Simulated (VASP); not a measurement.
# MgCdS4 (P-6m2) in VASP: notebook

MgCdS4 is run at these levels: PBE; tasks: single point, relaxation of cell and atoms.

All numbers are computed with VASP 6.6.1; they aren't measurements. Logs are shortened: lines on timing, memory, paths and dates and some standing lists are left out, and cuts for length are marked.

## 1. The cell of the first run

Symmetry: P-6m2, No. 187, hexagonal system. The conventional cell has a = 6.833 Å, b = 6.833 Å, c = 3.188 Å, α = 90.00°, β = 90.00°, γ = 120.00°. Mg (site symmetry -6m2) has 6 S at 2.59 Å and 2 Mg at 3.19 Å within 3.4 Å. Within 4.2 Å of Cd (site symmetry -6m2) lie 2 Cd at 3.19 Å and 15 S at 3.77 to 3.95 Å and 3 Mg at 3.95 Å. Within 3.3 Å of S (site symmetry -6m2) lie 8 S at 2.49 to 3.19 Å. S (site symmetry mm2) has 4 S at 2.49 to 3.19 Å and 2 Mg at 2.59 Å within 3.3 Å.

## 2. Single point, PBE

INCAR reads:

```
SYSTEM = MgCdS4
  PREC = Accurate
  ENCUT = 520
  EDIFF = 1E-6
  ISMEAR = 0
  SIGMA = 0.1
  LREAL = .FALSE.
  LASPH = .TRUE.
  NELM = 100
  ALGO = Normal
  ISIF = 2
  LWAVE = .FALSE.
  LCHARG = .TRUE.
  GGA = PE
  LELF = .TRUE.
  LVHAR = .TRUE.
  NBANDS = 28
```

KPOINTS reads:

```
regular mesh
0
G
  6 6 10
  0 0 0
```

POSCAR reads:

```
MgCdS4
1.0
    6.8330389132      0.0000000000      0.0000000000
   -3.4165194566      5.9175852839      0.0000000000
    0.0000000000      0.0000000000      3.1877125932
Mg Cd S
1 1 4
Direct
    0.0000000000      0.0000000000      0.0000000000
    0.6666666667      0.3333333333      0.0000000000
    0.3333333333      0.6666666667      0.0000000000
    0.6556975946      0.8278487973      0.5000000000
    0.1721512027      0.8278487973      0.5000000000
    0.1721512027      0.3443024054      0.5000000000
```

Potentials or basis: VASP PAW PBE potentials, release 64 (Mg, Cd, S).

Launch:

```
cat potpaw_PBE.64/Mg/POTCAR potpaw_PBE.64/Cd/POTCAR potpaw_PBE.64/S/POTCAR > POTCAR
mpirun -np 1 vasp_std > vasp.out
```

OUTCAR:

```text
SYSTEM = MgCdS4
   PREC = Accurate
   ENCUT = 520
   EDIFF = 1E-6
   ISMEAR = 0
   LREAL = .FALSE.
   LASPH = .TRUE.
   NELM = 100
   ISIF = 2
   GGA = PE

 ion  position               nearest neighbor table
   1  0.000  0.000  0.000-   4 2.59   5 2.59   4 2.59   5 2.59   6 2.59   6 2.59
   2  0.667  0.333  0.000-
   3  0.333  0.667  0.000-   5 2.49   5 2.49   4 2.49   4 2.49   6 2.49   6 2.49
   4  0.656  0.828  0.500-   3 2.49   3 2.49   1 2.59   1 2.59
   5  0.172  0.828  0.500-   3 2.49   3 2.49   1 2.59   1 2.59
   6  0.172  0.344  0.500-   3 2.49   3 2.49   1 2.59   1 2.59

  LATTYP: Found a hexagonal cell.
 ALAT       =     6.8330389132
 C/A-ratio  =     0.4665146260

  Lattice vectors:

 A1 = (   6.8330389132,   0.0000000000,   0.0000000000)
 A2 = (  -3.4165194566,   5.9175852839,   0.0000000000)
 A3 = (   0.0000000000,   0.0000000000,   3.1877125932)

Analysis of symmetry for initial positions (statically):
=====================================================================
 Subroutine PRICEL returns:
 Original cell was already a primitive cell.

 Routine SETGRP: Setting up the symmetry group for a
 hexagonal supercell.

 Subroutine GETGRP returns: Found 12 space group operations
 (whereof 12 operations were pure point group operations)
 out of a pool of 24 trial point group operations.

The static configuration has the point symmetry D_3h.

Analysis of symmetry for dynamics (positions and initial velocities):
=====================================================================
 Subroutine PRICEL returns:
 Original cell was already a primitive cell.

 Routine SETGRP: Setting up the symmetry group for a
 hexagonal supercell.

 Subroutine GETGRP returns: Found 12 space group operations
 (whereof 12 operations were pure point group operations)
 out of a pool of 24 trial point group operations.

The dynamic configuration has the point symmetry D_3h.

 Subroutine INISYM returns: Found 12 space group operations
 (whereof 12 operations are pure point group operations),
 and found     1 'primitive' translations

----------------------------------------------------------------------------------------

                                     Primitive cell

  volume of cell :     128.8954

  direct lattice vectors                    reciprocal lattice vectors
     6.833038913  0.000000000  0.000000000     0.146347769  0.084493924  0.000000000
    -3.416519457  5.917585284  0.000000000     0.000000000  0.168987848  0.000000000
     0.000000000  0.000000000  3.187712593     0.000000000  0.000000000  0.313704567

  length of vectors
     6.833038913  6.833038913  3.187712593     0.168987848  0.168987848  0.313704567

  position of ions in fractional coordinates (direct lattice)
     0.000000000  0.000000000  0.000000000
     0.666666667  0.333333333  0.000000000
     0.333333333  0.666666667  0.000000000
     0.655697595  0.827848797  0.500000000
     0.172151203  0.827848797  0.500000000
     0.172151203  0.344302405  0.500000000

  ion indices of the primitive-cell ions
   primitive index   ion index
                 1           1
                 2           2
                 3           3
                 4           4
                 5           5
                 6           6

----------------------------------------------------------------------------------------

 KPOINTS: regular mesh

Automatic generation of k-mesh.
 Grid dimensions read from file:
 generate k-points for:    6    6   10

 Generating k-lattice:

  Cartesian coordinates                     Fractional coordinates (reciprocal lattice)
     0.024391295  0.014082321  0.000000000     0.166666667  0.000000000  0.000000000
     0.000000000  0.028164641  0.000000000     0.000000000  0.166666667  0.000000000
     0.000000000  0.000000000  0.031370457     0.000000000  0.000000000  0.100000000

  Length of vectors
     0.028164641  0.028164641  0.031370457

  Shift w.r.t. Gamma in fractional coordinates (k-lattice)
     0.000000000  0.000000000  0.000000000

 Subroutine IBZKPT returns following result:
 ===========================================

 Found     42 irreducible k-points:

 Following reciprocal coordinates:
            Coordinates               Weight
  0.000000  0.000000  0.000000      1.000000
  0.166667  0.000000  0.000000      6.000000
  0.333333  0.000000  0.000000      6.000000
  0.500000  0.000000  0.000000      3.000000
  0.166667  0.166667  0.000000      6.000000
  0.333333  0.166667  0.000000     12.000000
[... 16 lines left out ...]
  0.166667  0.000000  0.300000     12.000000
  0.333333  0.000000  0.300000     12.000000
 [... further k-points ...]
   k-points           NKPTS =     42   k-points in BZ     NKDIM =     42   number of bands    NBANDS=     28
   number of dos      NEDOS =    301   number of ions     NIONS =      6
   total plane-waves  NPLWV =  69984
   dimension x,y,z NGX =    54 NGY =   54 NGZ =   24
   dimension x,y,z NGXF=   108 NGYF=  108 NGZF=   48
   ions per type =               1   1   4
   NGX,Y,Z   is equivalent  to a cutoff of  13.14, 13.14, 12.52 a.u.
   NGXF,Y,Z  is equivalent  to a cutoff of  26.28, 26.28, 25.03 a.u.
 SYSTEM =  MgCdS4
   PREC   = accura    normal or accurate (medium, high low for compatibility)
   ISTART =      0    job   : 0-new  1-cont  2-samecut
   ICHARG =      2    charge: 1-file 2-atom 10-const
   ISPIN  =      1    spin polarized calculation?
   LNONCOLLINEAR =      F non collinear calculations
   LSORBIT =      F    spin-orbit coupling
   LASPH  =      T    aspherical Exc in radial PAW
   ENCUT  =  520.0 eV  38.22 Ry    6.18 a.u.  12.70 12.70  5.93*2*pi/ulx,y,z
   NELM   =    100;   NELMIN=  2; NELMDL= -5     # of ELM steps
   EDIFF  = 0.1E-05   stopping-criterion for ELM
   LREAL  =      F    real-space projection
   EDIFFG = 0.1E-04   stopping-criterion for IOM
   NSW    =      0    number of steps for IOM
   IBRION =     -1    ionic relax: 0-MD 1-quasi-New 2-CG
   NFREE  =      0    steps in history (QN), initial steepest desc. (CG)
   ISIF   =      2    stress and relaxation
   ISYM   =      2    0-nonsym 1-usesym 2-fastsym
   POTIM  = 0.5000    time-step for ionic-motion
   TEBEG  =    0.0;   TEEND  =   0.0 temperature during run
   PSTRESS=    0.0 pullay stress
   NELECT =      38.0000    total number of electrons
   NUPDOWN=      -1.0000    fix difference up-down
   EMIN   =  10.00;   EMAX   =-10.00  energy-range for DOS
   EFERMI =   0.00;   METHOD = LEGACY
   ISMEAR =     0;   SIGMA  =   0.10  broadening in eV -4-tet -1-fermi 0-gaus
   EFERMI_NEDOS =   21; number of points for ismear=-14 and -15
   IALGO  =     38    algorithm
   IMIX   =      4    mixing-type and parameters
     AMIX     =   0.40;   BMIX     =  1.00
     AMIX_MAG =   1.60;   BMIX_MAG =  1.00
  volume/ion in A,a.u.               =      21.48       144.97
  Fermi-wavevector in a.u.,A,eV,Ry     =   1.089574  2.058997 16.152457  1.187172
  Thomas-Fermi vector in A             =   2.225780
   LORBIT       =      0    0 simple, 1 ext, 2 COOP (PROOUT), +10 PAW based schemes
   GGA     = PE    functional components
   LHFCALC =     F    Hartree Fock is set to
   AEXX    =    0.0000 exact exchange contribution
   IVDW    =     0    specifies the selected vdW correction
   LEPSILON=     F    determine dielectric tensor
   LRPA    =     F    only Hartree local field effects (RPA)
 non-spin polarized calculation
 Gauss-broadening in eV      SIGMA  =   0.10
  energy-cutoff  :      520.00
  volume of cell :      128.90
 maximum number of plane-waves:      3504
 NGX is ok and might be reduce to    54
   NGX = 25   NGY = 25   NGZ = 11

 number of electron      38.0000006 magnetization

 Free energy of the ion-electron system (eV)
  ---------------------------------------------------
  ext. energy  EPLUGINS =         0.00000000
  ---------------------------------------------------
  free energy    TOTEN  =       -17.65795555 eV

  energy without entropy =      -17.64331796  energy(sigma->0) =      -17.65063676

 E-fermi :   3.2825     XC(G=0):  -9.4673

 val. band max:        3.2811978682   @ k =   0.1667   0.0000   0.5000
 cond. band min:       3.2826146005   @ k =   0.1667   0.1667   0.0000
 fundamental gap:      0.0014167323
 Fermi energy:         3.2824830977

 k-point     1 :       0.0000    0.0000    0.0000
  band No.  band energies     occupation
      1     -12.6181      2.00000
      2      -9.2346      2.00000
      3      -9.2346      2.00000
      4      -7.6635      2.00000
      5      -4.9244      2.00000
      6      -4.4971      2.00000
[... 20 lines left out ...]
     27       9.5032      0.00000
     28       9.9905      0.00000

 k-point     2 :       0.1667    0.0000    0.0000
  band No.  band energies     occupation
      1     -12.6045      2.00000
      2      -9.3668      2.00000
      3      -9.2364      2.00000
      4      -7.4743      2.00000
      5      -4.9244      2.00000
      6      -4.5053      2.00000
[... 20 lines left out ...]
     27       9.8479      0.00000
     28      10.2874      0.00000

 k-point     3 :       0.3333    0.0000    0.0000
  band No.  band energies     occupation
      1     -12.5763      2.00000
      2      -9.5800      2.00000
      3      -9.2402      2.00000
      4      -7.1362      2.00000
      5      -4.9245      2.00000
      6      -4.5209      2.00000
[... 20 lines left out ...]
     27      10.4831      0.00000
     28      10.5761      0.00000

 k-point     4 :       0.5000    0.0000    0.0000
  band No.  band energies     occupation
      1     -12.5617      2.00000
      2      -9.6713      2.00000
      3      -9.2420      2.00000
      4      -6.9757      2.00000
      5      -4.9245      2.00000
      6      -4.5285      2.00000
[... 578 lines left out ...]
     27       9.8311      0.00000
     28       9.8655      0.00000

 k-point    23 :       0.1667    0.0000    0.3000
  band No.  band energies     occupation
      1     -11.5612      2.00000
      2      -8.6659      2.00000
      3      -8.5246      2.00000
      4      -7.9398      2.00000
      5      -4.5529      2.00000
      6      -4.5503      2.00000
[... 20 lines left out ...]
     27      10.1220      0.00000
     28      10.2858      0.00000

 k-point    24 :       0.3333    0.0000    0.3000
  band No.  band energies     occupation
      1     -11.5348      2.00000
      2      -8.8610      2.00000
      3      -8.5287      2.00000
      4      -7.7841      2.00000
      5      -4.5487      2.00000
      6      -4.5409      2.00000
[... 20 lines left out ...]
     27      10.6130      0.00000
     28      10.7826      0.00000

 [... further k-points ...]
[... 5 lines left out ...]
  --------------------------------------------------------------------------------------
  -------------------------------------------------------------------------------------
  Total       -0.0694366     -0.0694366     -0.1804842      0.0000000     -0.0000000      0.0000000
  in kB       -0.8631001     -0.8631001     -2.2434283      0.0000000     -0.0000000      0.0000000
  external PRESSURE =      -1.3232095 kB  Pullay stress =       0.0000000 kB

 VOLUME and BASIS-vectors are now :
 -----------------------------------------------------------------------------
  energy-cutoff  :      520.00
  volume of cell :      128.90
      direct lattice vectors                 reciprocal lattice vectors
     6.833038913  0.000000000  0.000000000     0.146347769  0.084493924  0.000000000
    -3.416519457  5.917585284  0.000000000     0.000000000  0.168987848  0.000000000
     0.000000000  0.000000000  3.187712593     0.000000000  0.000000000  0.313704567

 POSITION                                       TOTAL-FORCE (eV/Angst)
 -----------------------------------------------------------------------------------
      0.00000      0.00000      0.00000         0.000000     -0.000000     -0.000000
      3.41652      1.97253      0.00000         0.000000     -0.000000     -0.000000
     -0.00000      3.94506      0.00000         0.000000     -0.000000     -0.000000
      1.65205      4.89887      1.59386         0.007384      0.004263      0.000000
     -1.65205      4.89887      1.59386        -0.007384      0.004263      0.000000
      0.00000      2.03744      1.59386         0.000000     -0.008526      0.000000
 -----------------------------------------------------------------------------------
    total drift:                               -0.000000      0.000000      0.000000

  FREE ENERGIE OF THE ION-ELECTRON SYSTEM (eV)
  ---------------------------------------------------
  free  energy   TOTEN  =       -17.6579555522 eV

  energy  without entropy=      -17.6433179579  energy(sigma->0) =      -17.65063676
```

Wall time 78 s (1 thread of AMD EPYC 9R45 (Zen 5), shared host); peak memory 0.3 GiB.

What came out:

| Item | Value |
| --- | --- |
| Free energy | -17.6580 eV |
| Pressure | -0.1 GPa |
| Largest force | 0.009 eV/Å |
| Band gap on the k mesh | zero (band 19 reaches 3.35 eV, above the bottom of band 20 at 3.05 eV) |

Forces on the atoms (eV/Å):
```
Mg   0.000  0.000  0.000
Cd   0.000  0.000  0.000
S    0.000  0.000  0.000
S    0.007  0.004  0.000
S   -0.007  0.004  0.000
S    0.000 -0.009  0.000
```

Levels at points of the mesh, in eV from the Fermi level:
| k point | band 17 | band 18 | band 19 | band 20 | band 21 | band 22 |
| --- | --- | --- | --- | --- | --- | --- |
| (0.00, 0.00, 0.00) | -0.63 | 0.00 | 0.00 | 1.35 | 1.35 | 1.80 |
| (0.50, 0.00, 0.00) | -0.84 | -0.23 | 0.00 | 0.87 | 1.93 | 2.15 |
| (0.00, 0.00, 0.50) | -0.44 | -0.40 | -0.40 | 0.12 | 0.82 | 1.25 |
| (0.50, 0.00, 0.50) | -1.15 | -1.07 | -0.18 | -0.17 | 0.63 | 2.37 |

(Continued in part 2 of 2.)
